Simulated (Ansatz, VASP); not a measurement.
# One calculation of Sn, two programs

The input POSCAR:

```
Sn
1.0
    3.0106832419      0.0000000000      0.0000000000
    0.0000000000      3.0106832419      0.0000000000
    0.0000000000      0.0000000000      3.0106832419
Sn
1
Direct
    0.0000000000      0.0000000000      0.0000000000
```

Contents of INCAR.step1:

```
SYSTEM = Sn
ALGO = Normal ; EDIFF = 1E-4
ENCUT = 520 ; GGA = PE
ISMEAR = -1 ; LASPH = .True.
LCHARG = .False. ; LREAL = .False.
LWAVE = .True. ; NBANDS = 13
NELM = 60 ; PREC = Accurate
SIGMA = 0.1
```

The input INCAR.step2:

```
SYSTEM = Sn
ALGO = Normal ; EDIFF = 1E-6
ENCUT = 520 ; ISIF = 2
ISMEAR = -1 ; ISTART = 1
LASPH = .True. ; LCHARG = .True.
LELF = .True. ; LMIXTAU = .True.
LREAL = .False. ; LVHAR = .True.
LWAVE = .False. ; METAGGA = R2SCAN
NBANDS = 13 ; NELM = 60
PREC = Accurate ; SIGMA = 0.1
```

File KPOINTS:

```
k-points
0
Gamma
  12 12 12
  0 0 0
```

Input for Ansatz:

```yaml
crystal:
  lattice:
    - [3.0106832419, 0.0, 0.0]
    - [0.0, 3.0106832419, 0.0]
    - [0.0, 0.0, 3.0106832419]
  atoms:
    - { symbol: Sn, position: [0.0, 0.0, 0.0] }
hamiltonian:
  xc: r2scan
  pseudopotentials:
    kind: paw
    azcp:
      Sn: "pseudopotentials/Sn.paw.azcp"
basis:
  ecutwfc: 500
  fft_grid_basis: typed
kpoints:
  mp_grid: { grid: [12, 12, 12], shift: [0, 0, 0] }
magnetization:
  spin_polarized: false
scf:
  occupations: { method: fermi_dirac, width: 0.1 }
  lower_state_search: "off"
output:
  stress: true
```

Alike in both runs: task single point; functional r2SCAN; k mesh 12 × 12 × 12; occupations fermi-dirac, width 0.1 eV; no spin polarisation.

```csv
,VASP,Ansatz
version,VASP 6.6.1,Ansatz 0.2.0
potentials or method,"VASP PAW PBE potentials, release 64 (Sn_d), cutoff 520 eV","plane waves (500 eV) with PAW, scalar-relativistic"
valence electrons in the cell,14,14
```

```csv
,VASP,Ansatz,Ansatz less VASP
pressure (GPa),2.7,2.7,+0.02
```

VASP's potentials were made for PBE, not for r2SCAN.
